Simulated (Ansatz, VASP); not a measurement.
**One calculation of MgF2, two programs**

INCAR

```
SYSTEM = MgF2
  PREC = Accurate
  ENCUT = 840
  EDIFF = 1E-6
  ISMEAR = -1
  SIGMA = 0.02
  LREAL = .False.
  LASPH = .True.
  NELM = 120
  ALGO = Normal
  ISIF = 2
  LWAVE = .False.
  LCHARG = .False.
  GGA = PE
  NBANDS = 33
  GGA_COMPAT = .False.
```

KPOINTS

```
Automatic mesh
0
Gamma
  6 6 8
  0 0 0
```

The input POSCAR:

```
MgF2
1.0
    4.6220159513      0.0000000000      0.0000000000
    0.0000000000      4.6220159513      0.0000000000
    0.0000000000      0.0000000000      3.0461118667
Mg F
2 4
Direct
    0.5000000000      0.5000000000      0.5000000000
    0.0000000000      0.0000000000      0.0000000000
    0.6970494155      0.6970494155      0.0000000000
    0.8029505845      0.1970494155      0.5000000000
    0.3029505845      0.3029505845      0.0000000000
    0.1970494155      0.8029505845      0.5000000000
```

Input for Ansatz:

```yaml
crystal:
  lattice:
    - [4.6220159513, 0.0, 0.0]
    - [0.0, 4.6220159513, 0.0]
    - [0.0, 0.0, 3.0461118667]
  atoms:
    - { symbol: Mg, position: [0.5, 0.5, 0.5] }
    - { symbol: Mg, position: [0.0, 0.0, 0.0] }
    - { symbol: F, position: [0.6970494155, 0.6970494155, 0.0] }
    - { symbol: F, position: [0.8029505845, 0.1970494155, 0.5] }
    - { symbol: F, position: [0.3029505845, 0.3029505845, 0.0] }
    - { symbol: F, position: [0.1970494155, 0.8029505845, 0.5] }
kpoints:
  mp_grid: { grid: [6, 6, 8] }
  band_path:
    path:
      - [[0.0, 0.0, 0.0], [-1.534110998813e-51, 0.5, 0.0], [0.5, 0.5, 0.0], [0.0, 0.0, 0.0], [0.0, 0.0, 0.5], [-1.534110998813e-51, 0.5, 0.5], [0.5, 0.5, 0.5], [0.0, 0.0, 0.5]]
      - [[-1.534110998813e-51, 0.5, 0.0], [-1.534110998813e-51, 0.5, 0.5]]
      - [[0.5, 0.5, 0.0], [0.5, 0.5, 0.5]]
    npoints: 10
hamiltonian:
  xc: pbe
scf:
  occupations: { method: fermi_dirac, width: 0.02 }
  n_extra_bands: 5
output:
  forces: true
  stress: true
  eigenvalues: true
  write_density: true
  write_potential: true
  elf: true
  volumetric_format: npy
```

Alike in both runs: task single point; functional PBE; k mesh 6 × 6 × 8; occupations fermi-dirac, width 0.02 eV; no spin polarisation.

```csv
,VASP,Ansatz
version,VASP 6.6.1,Ansatz 0.2.0
potentials or method,"VASP PAW PBE potentials, release 64 (Mg_sv, F)","plane waves, PAW"
plane-wave cutoff (eV),840,420
valence electrons in the cell,48,48
```

Ansatz gave:

| Property | Result |
| --- | --- |
| gap on the k mesh at the Fermi level (eV) | 7.16 |
| pressure (GPa) | 4.9 |
| traceless stress, the component that is largest in VASP (GPa) | 0.34 |
| rms of the force components (eV/Å) | 0.013 |

Task: Which values does VASP return?

Result: gap on the k mesh at the Fermi level (eV): 7.14; pressure (GPa): 4.9; traceless stress, the component that is largest in VASP (GPa): 0.47; rms of the force components (eV/Å): 0.017.

Atom by atom the forces differ by 0.004 eV/Å (rms over components).
